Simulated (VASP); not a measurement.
LiCl:

```xyz
2
Lattice="0.0000 2.7330 2.7330 2.7330 0.0000 2.7330 2.7330 2.7330 0.0000" Properties=species:S:1:pos:R:3 pbc="T T T"
Li    0.0000    0.0000    0.0000
Cl    1.3665    1.3665    1.3665
```

Base run:

```yaml
Program: VASP 6.6.1
Functional: r2SCAN
Potentials_or_basis: VASP PAW PBE potentials, release 64 (Li_sv, Cl)
Cutoff: 520 eV
k_mesh: 8 × 8 × 8
Occupations: gaussian, width 0.01 eV
Spin: no spin polarisation
```

Its results: band gap on the k mesh 6.77 eV.

Problem. The run is repeated on the same cell with these changes: functional from r2SCAN to PBE; occupations from gaussian, width 0.01 eV to fermi-dirac, width 0.02 eV. What comes out?

Solution. Band gap on the k mesh 6.06 eV.

A k mesh can miss the band edges.
